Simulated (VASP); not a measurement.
Wanted: the native input for a VASP 6.6.1 run.

* Task: single point
* Functional: r2SCAN
* Potentials or basis: VASP PAW PBE potentials, release 64 (Si, N)
* Cutoff: 520 eV
* k mesh: 8 × 6 × 6
* Occupations: gaussian, width 0.1 eV
* Spin: no spin polarisation
* Dipole correction: no
* Further INCAR settings: LREAL = Auto; ALGO = Normal; EDIFF = 1e-06; NBANDS = 50

SiN:

```
Si N
1.0
     0.00000    0.00000    5.60531
     2.81250   -4.87140    0.00000
     2.81250    4.87140    0.00000
Si N
8 8
Cartesian
  2.8125 -1.6238 2.9080
  1.4063 0.8119 2.9080
  4.2188 0.8119 2.9080
  2.8125 3.2476 2.9080
  1.4063 -0.8119 5.7106
  2.8125 -3.2476 5.7106
  2.8125 1.6238 5.7106
  4.2188 -0.8119 5.7106
  2.8125 -1.6238 4.8274
  1.4063 0.8119 4.8274
  4.2188 0.8119 4.8274
  2.8125 3.2476 4.8274
  1.4063 -0.8119 2.0247
  2.8125 -3.2476 2.0247
  2.8125 1.6238 2.0247
  4.2188 -0.8119 2.0247
```

One way to write it, as run:

POSCAR

```
SiN
1.0
    0.0000000000      0.0000000000      5.6053087481
    2.8125012171     -4.8713950042      0.0000000000
    2.8125012170      4.8713950043      0.0000000000
Si N
8 8
Direct
    0.5187881706      0.6666666667      0.3333333333
    0.5187881706      0.1666666667      0.3333333333
    0.5187881706      0.6666666667      0.8333333333
    0.5187881706      0.1666666667      0.8333333333
    1.0187881706      0.3333333333      0.1666666667
    1.0187881706      0.8333333333      0.1666666667
    1.0187881706      0.3333333333      0.6666666667
    1.0187881706      0.8333333333      0.6666666667
    0.8612118294      0.6666666667      0.3333333333
    0.8612118294      0.1666666667      0.3333333333
    0.8612118294      0.6666666667      0.8333333333
    0.8612118294      0.1666666667      0.8333333333
    0.3612118294      0.3333333333      0.1666666667
    0.3612118294      0.8333333333      0.1666666667
    0.3612118294      0.3333333333      0.6666666667
    0.3612118294      0.8333333333      0.6666666667
```

INCAR.step1

```
SYSTEM = SiN
PREC = Accurate ; ENCUT = 520
ISMEAR = 0 ; SIGMA = 0.1
LREAL = Auto ; LASPH = .TRUE.
NELM = 60 ; NBANDS = 50
GGA = PE ; ALGO = Normal
EDIFF = 1E-4 ; LWAVE = .TRUE.
LCHARG = .FALSE.
```

INCAR.step2

```
SYSTEM = SiN
PREC = Accurate ; ENCUT = 520
EDIFF = 1E-6 ; ISMEAR = 0
SIGMA = 0.1 ; LREAL = Auto
LASPH = .TRUE. ; NELM = 60
ALGO = Normal ; ISIF = 2
LWAVE = .FALSE. ; LCHARG = .FALSE.
METAGGA = R2SCAN ; LMIXTAU = .TRUE.
NBANDS = 50 ; ISTART = 1
```

KPOINTS

```
Automatic mesh
0
G
  8 6 6
  0 0 0
```

Potentials or basis: VASP PAW PBE potentials, release 64 (Si, N).

The run is started by

```bash
$ cat potpaw_PBE.64/Si/POTCAR potpaw_PBE.64/N/POTCAR > POTCAR
$ cp INCAR.step1 INCAR
$ mpirun -np 1 vasp_std > vasp.out
$ cp INCAR.step2 INCAR
$ mpirun -np 1 vasp_std > vasp.out
```

Results of the run:

The pressure is 0.0 GPa. The largest force is 0.004 eV/Å and the band gap on the k mesh is zero (band 36 reaches 12.04 eV, above the bottom of band 37 at 10.08 eV).

Caveat: the PAW data sets were made with another functional, which shifts forces and pressure a little.

Wall time 13 min on 1 thread of AMD EPYC 9R45 96-Core Processor (Zen 5), with other jobs on the host, peak memory 0.35 GiB.
